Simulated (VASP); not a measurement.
A run of VASP 6.6.1 is set up as follows.

Contents of INCAR:

```
  ALGO = Normal
  EDIFF = 1E-6
  ENCUT = 520
  GGA = PE
  ISIF = 2
  ISMEAR = -1
  LASPH = True
  LCHARG = False
  LREAL = False
  LWAVE = False
  NBANDS = 16
  NELM = 100
  PREC = Accurate
  SIGMA = 0.02
```

The input KPOINTS:

```
k-points
0
Gamma
  12 12 6
```

POSCAR

```
SiC
1.0
    3.0753564098      0.0000000000      0.0000000000
   -1.5376782049      2.6633367766      0.0000000000
    0.0000000000      0.0000000000      5.0481087265
Si C
2 2
Direct
    0.3333333333      0.6666666667      0.4995917736
    0.6666666667      0.3333333333      0.9995917736
    0.3333333333      0.6666666667      0.8754082264
    0.6666666667      0.3333333333      0.3754082264
```

Potentials or basis: VASP PAW PBE potentials, release 64 (Si, C).

The run is started by

```bash
$ cat potpaw_PBE.64/Si/POTCAR potpaw_PBE.64/C/POTCAR > POTCAR
$ mpirun -np 1 vasp_std > vasp.out
```

(1) Predict the band gap on the k mesh.

(2) Estimate the largest force.

(3) Predict the pressure.

Answers

(1) 2.27 eV, indirect (least direct gap 3.97 eV).

(2) 0.003 eV/Å.

(3) 3.5 GPa.
